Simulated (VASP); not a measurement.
# Se (Fm-3m) in VASP: notebook, part 2 of 2

VASP 6.6.1.

## Step 4: Single point, r2SCAN (18.81 Å³/atom)

This run uses another cell than the first one, of 18.81 Å³/atom.

POSCAR reads:

```
Se
1.0
    0.0000000000      2.1107548037      2.1107548037
    2.1107548037      0.0000000000      2.1107548037
    2.1107548037      2.1107548037      0.0000000000
Se
1
Direct
    0.0000000000      0.0000000000      0.0000000000
```

INCAR.step1 reads:

```
PREC = Accurate
ENCUT = 520
ISMEAR = -1
SIGMA = 0.1
LREAL = F
LASPH = T
NELM = 60
NBANDS = 9
GGA = PE
ALGO = Normal
EDIFF = 1E-4
LWAVE = T
LCHARG = F
```

INCAR.step2 reads:

```
PREC = Accurate
ENCUT = 520
EDIFF = 1E-6
ISMEAR = -1
SIGMA = 0.1
LREAL = F
LASPH = T
NELM = 60
ALGO = Normal
ISIF = 2
LWAVE = F
LCHARG = F
METAGGA = R2SCAN
LMIXTAU = T
NBANDS = 9
ISTART = 1
```

KPOINTS reads:

```
regular mesh
0
Gamma
  14 14 14
```

Potentials or basis: VASP PAW PBE potentials, release 64 (Se).

Command:

```
cat potpaw_PBE.64/Se/POTCAR > POTCAR
cp INCAR.step1 INCAR
mpirun -np 1 vasp_std > vasp.out
cp INCAR.step2 INCAR
mpirun -np 1 vasp_std > vasp.out
```

OUTCAR:

```text
PREC = Accurate
   ENCUT = 520
   EDIFF = 1E-6
   ISMEAR = -1
   LREAL = F
   LASPH = T
   NELM = 60
   ISIF = 2
   METAGGA = R2SCAN
   ISTART = 1

 ion  position               nearest neighbor table
   1  0.000  0.000  0.000-

  LATTYP: Found a face centered cubic cell.
 ALAT       =     4.2215096074

  Lattice vectors:

 A1 = (   0.0000000000,   2.1107548037,   2.1107548037)
 A2 = (   2.1107548037,   0.0000000000,   2.1107548037)
 A3 = (   2.1107548037,   2.1107548037,   0.0000000000)

Analysis of symmetry for initial positions (statically):
=====================================================================
 Subroutine PRICEL returns:
 Original cell was already a primitive cell.

 Routine SETGRP: Setting up the symmetry group for a
 face centered cubic supercell.

 Subroutine GETGRP returns: Found 48 space group operations
 (whereof 48 operations were pure point group operations)
 out of a pool of 48 trial point group operations.

The static configuration has the point symmetry O_h .

Analysis of symmetry for dynamics (positions and initial velocities):
=====================================================================
 Subroutine PRICEL returns:
 Original cell was already a primitive cell.

 Routine SETGRP: Setting up the symmetry group for a
 face centered cubic supercell.

 Subroutine GETGRP returns: Found 48 space group operations
 (whereof 48 operations were pure point group operations)
 out of a pool of 48 trial point group operations.

The dynamic configuration has the point symmetry O_h .

 Subroutine INISYM returns: Found 48 space group operations
 (whereof 48 operations are pure point group operations),
 and found     1 'primitive' translations

----------------------------------------------------------------------------------------

                                     Primitive cell

  volume of cell :      18.8080

  direct lattice vectors                    reciprocal lattice vectors
     0.000000000  2.110754804  2.110754804    -0.236882086  0.236882086  0.236882086
     2.110754804  0.000000000  2.110754804     0.236882086 -0.236882086  0.236882086
     2.110754804  2.110754804  0.000000000     0.236882086  0.236882086 -0.236882086

  length of vectors
     2.985058070  2.985058070  2.985058070     0.410291808  0.410291808  0.410291808

  position of ions in fractional coordinates (direct lattice)
     0.000000000  0.000000000  0.000000000

  ion indices of the primitive-cell ions
   primitive index   ion index
                 1           1

----------------------------------------------------------------------------------------

 KPOINTS: regular mesh

Automatic generation of k-mesh.
 Grid dimensions read from file:
 generate k-points for:   14   14   14

 Generating k-lattice:

  Cartesian coordinates                     Fractional coordinates (reciprocal lattice)
    -0.016920149  0.016920149  0.016920149     0.071428571  0.000000000  0.000000000
     0.016920149 -0.016920149  0.016920149     0.000000000  0.071428571  0.000000000
     0.016920149  0.016920149 -0.016920149     0.000000000  0.000000000  0.071428571

  Length of vectors
     0.029306558  0.029306558  0.029306558

  Shift w.r.t. Gamma in fractional coordinates (k-lattice)
     0.000000000  0.000000000  0.000000000

 Subroutine IBZKPT returns following result:
 ===========================================

 Found    104 irreducible k-points:

 Following reciprocal coordinates:
            Coordinates               Weight
  0.000000  0.000000  0.000000      1.000000
  0.071429  0.000000  0.000000      8.000000
  0.142857  0.000000  0.000000      8.000000
  0.214286  0.000000  0.000000      8.000000
  0.285714  0.000000  0.000000      8.000000
  0.357143  0.000000  0.000000      8.000000
[... 16 lines left out ...]
  0.214286  0.142857  0.000000     24.000000
  0.285714  0.142857  0.000000     24.000000
 [... further k-points ...]
   k-points           NKPTS =    104   k-points in BZ     NKDIM =    104   number of bands    NBANDS=      9
   number of dos      NEDOS =    301   number of ions     NIONS =      1
   total plane-waves  NPLWV =  13824
   dimension x,y,z NGX =    24 NGY =   24 NGZ =   24
   dimension x,y,z NGXF=    48 NGYF=   48 NGZF=   48
   ions per type =               1
   NGX,Y,Z   is equivalent  to a cutoff of  13.37, 13.37, 13.37 a.u.
   NGXF,Y,Z  is equivalent  to a cutoff of  26.73, 26.73, 26.73 a.u.
 SYSTEM =  unknown system
   PREC   = accura    normal or accurate (medium, high low for compatibility)
   ISTART =      1    job   : 0-new  1-cont  2-samecut
   ICHARG =      0    charge: 1-file 2-atom 10-const
   ISPIN  =      1    spin polarized calculation?
   LNONCOLLINEAR =      F non collinear calculations
   LSORBIT =      F    spin-orbit coupling
   LASPH  =      T    aspherical Exc in radial PAW
   ENCUT  =  520.0 eV  38.22 Ry    6.18 a.u.   5.55  5.55  5.55*2*pi/ulx,y,z
   NELM   =     60;   NELMIN=  2; NELMDL=  0     # of ELM steps
   EDIFF  = 0.1E-05   stopping-criterion for ELM
   LREAL  =      F    real-space projection
   EDIFFG = 0.1E-04   stopping-criterion for IOM
   NSW    =      0    number of steps for IOM
   IBRION =     -1    ionic relax: 0-MD 1-quasi-New 2-CG
   NFREE  =      0    steps in history (QN), initial steepest desc. (CG)
   ISIF   =      2    stress and relaxation
   ISYM   =      2    0-nonsym 1-usesym 2-fastsym
   POTIM  = 0.5000    time-step for ionic-motion
   TEBEG  =    0.0;   TEEND  =   0.0 temperature during run
   PSTRESS=    0.0 pullay stress
   NELECT =       6.0000    total number of electrons
   NUPDOWN=      -1.0000    fix difference up-down
   EMIN   =  10.00;   EMAX   =-10.00  energy-range for DOS
   EFERMI =   0.00;   METHOD = LEGACY
   ISMEAR =    -1;   SIGMA  =   0.10  broadening in eV -4-tet -1-fermi 0-gaus
   EFERMI_NEDOS =   21; number of points for ismear=-14 and -15
   IALGO  =     38    algorithm
   IMIX   =      4    mixing-type and parameters
     AMIX     =   0.40;   BMIX     =  1.00
     AMIX_MAG =   1.60;   BMIX_MAG =  1.00
  volume/ion in A,a.u.               =      18.81       126.92
  Fermi-wavevector in a.u.,A,eV,Ry     =   1.118607  2.113860 17.024715  1.251281
  Thomas-Fermi vector in A             =   2.255239
   LORBIT       =      0    0 simple, 1 ext, 2 COOP (PROOUT), +10 PAW based schemes
   METAGGA = R2SCAN    functional components
   LHFCALC =     F    Hartree Fock is set to
   AEXX    =    0.0000 exact exchange contribution
   IVDW    =     0    specifies the selected vdW correction
   LEPSILON=     F    determine dielectric tensor
   LRPA    =     F    only Hartree local field effects (RPA)
 non-spin polarized calculation
  energy-cutoff  :      520.00
  volume of cell :       18.81
 maximum number of plane-waves:       531
 NGX is ok and might be reduce to    24
   NGX = 11   NGY = 11   NGZ = 11

 number of electron       6.0000000 magnetization

 Free energy of the ion-electron system (eV)
  ---------------------------------------------------
  ext. energy  EPLUGINS =         0.00000000
  ---------------------------------------------------
  free energy    TOTEN  =       -13.38900024 eV

  energy without entropy =      -13.36028898  energy(sigma->0) =      -13.37464461

 E-fermi :   6.1835     XC(G=0): -11.5332

 val. band max:        6.1678021062   @ k =  -0.4286   0.2857   0.0714
 cond. band min:       6.1863261979   @ k =   0.5000   0.1429   0.0000
 fundamental gap:      0.0185240917
 Fermi energy:         6.1835341346

 k-point     1 :       0.0000    0.0000    0.0000
  band No.  band energies     occupation
      1     -11.2912      2.00000
      2       9.7704      0.00000
      3       9.7704      0.00000
      4       9.7704      0.00000
      5      18.9571      0.00000
      6      18.9571      0.00000
      7      18.9571      0.00000
      8      19.6540      0.00000
      9      23.1514      0.00000

 k-point     2 :       0.0714    0.0000    0.0000
  band No.  band energies     occupation
      1     -11.1747      2.00000
      2       8.9598      0.00000
      3       9.6660      0.00000
      4       9.6660      0.00000
      5      18.5112      0.00000
      6      19.1842      0.00000
      7      19.1842      0.00000
      8      20.2329      0.00000
      9      24.1711      0.00000
[... 253 lines left out ...]
 k-point    24 :       0.2857    0.1429    0.0000
  band No.  band energies     occupation
      1      -9.6344      2.00000
      2       4.1779      2.00000
      3       7.6266      0.00000
      4       7.7934      0.00000
      5      16.0014      0.00000
      6      17.9306      0.00000
      7      21.0971      0.00000
      8      21.7931      0.00000
      9      26.5728      0.00000

 [... further k-points ...]

------------------------ aborting loop because EDIFF is reached ----------------------------------------

  FORCE on cell =-STRESS in cart. coord.  units (eV):
  Direction    XX          YY          ZZ          XY          YZ          ZX
  --------------------------------------------------------------------------------------
  -------------------------------------------------------------------------------------
  Total        0.7900352      0.7900352      0.7900352      0.0000000      0.0000000     -0.0000000
  in kB       67.2997853     67.2997853     67.2997853      0.0000000      0.0000000     -0.0000000
  external PRESSURE =      67.2997853 kB  Pullay stress =       0.0000000 kB

 VOLUME and BASIS-vectors are now :
 -----------------------------------------------------------------------------
  energy-cutoff  :      520.00
  volume of cell :       18.81
      direct lattice vectors                 reciprocal lattice vectors
     0.000000000  2.110754804  2.110754804    -0.236882086  0.236882086  0.236882086
     2.110754804  0.000000000  2.110754804     0.236882086 -0.236882086  0.236882086
     2.110754804  2.110754804  0.000000000     0.236882086  0.236882086 -0.236882086

 POSITION                                       TOTAL-FORCE (eV/Angst)
 -----------------------------------------------------------------------------------
      0.00000      0.00000      0.00000         0.000000      0.000000      0.000000
 -----------------------------------------------------------------------------------
    total drift:                               -0.000000      0.000000      0.000000

  FREE ENERGIE OF THE ION-ELECTRON SYSTEM (eV)
  ---------------------------------------------------
  free  energy   TOTEN  =       -13.3890002382 eV

  energy  without entropy=      -13.3602889804  energy(sigma->0) =      -13.37464461
```

OSZICAR.step1:

```text
N       E                     dE             d eps       ncg     rms          rms(c)
DAV:   1     0.969488680812E+01    0.96949E+01   -0.29261E+03  1872   0.572E+02
DAV:   2    -0.251570347343E+01   -0.12211E+02   -0.11826E+02  2677   0.776E+01
DAV:   3    -0.275661721797E+01   -0.24091E+00   -0.24015E+00  2230   0.984E+00
DAV:   4    -0.275698245386E+01   -0.36524E-03   -0.36522E-03  2607   0.431E-01
DAV:   5    -0.275698260828E+01   -0.15442E-06   -0.15352E-06  2175   0.778E-03    0.354E+00
DAV:   6    -0.275556570504E+01    0.14169E-02   -0.20643E-03  2129   0.248E-01    0.210E+00
DAV:   7    -0.275536098709E+01    0.20472E-03   -0.35980E-03  2027   0.337E-01    0.662E-02
DAV:   8    -0.275535813237E+01    0.28547E-05   -0.95653E-05  1758   0.606E-02
   1 F= -.27553581E+01 E0= -.27405391E+01  d E =-.296381E-01
```

Run time: 35 s. Hardware: 1 thread of Intel Xeon Platinum 8375C at 2.90GHz (Ice Lake), shared host; peak memory 0.15 GiB.

Results:

| Quantity | Value |
| --- | --- |
| Free energy | -13.3890 eV |
| Pressure | 6.7 GPa |
| Band gap on the k mesh | zero (bands 3 and 4 overlap by 6.13 eV) |

Levels at points of the mesh, in eV from the Fermi level:
```tsv
k point	band 1	band 2	band 3	band 4	band 5	band 6
(0.00, 0.00, 0.00)	-17.47	3.59	3.59	3.59	12.77	12.77
(0.50, 0.00, 0.00)	-13.64	-7.63	2.07	2.07	9.58	11.83
(0.50, 0.50, 0.00)	-12.09	-6.68	-0.96	-0.96	5.45	6.20
```

Caveat: the cell stands under pressure; the PAW data sets were made with another functional, which shifts forces and pressure a little.

## Step 5: Summary

```csv
cell,k mesh,gap on the mesh (eV),pressure (GPa)
"a = 3.069 Å, angles 60.0°, 1 atom",12 × 12 × 12,none,-0.1
"a = 2.941 Å, angles 60.0°, 1 atom",14 × 14 × 14,none,11.5
"a = 2.985 Å, angles 60.0°, 1 atom",14 × 14 × 14,none,6.7
```

Alike in all rows: task single point; level r2SCAN; potentials or basis VASP PAW PBE potentials, release 64 (Se); no spin polarisation; cutoff (eV) 520; smearing fermi-dirac 0.1 eV.

Caveats: the PAW data sets were made with another functional, which shifts forces and pressure a little; the cell stands under pressure (at least some runs).

Total energies depend on the potentials used, so only differences within one code and one set of settings carry meaning.
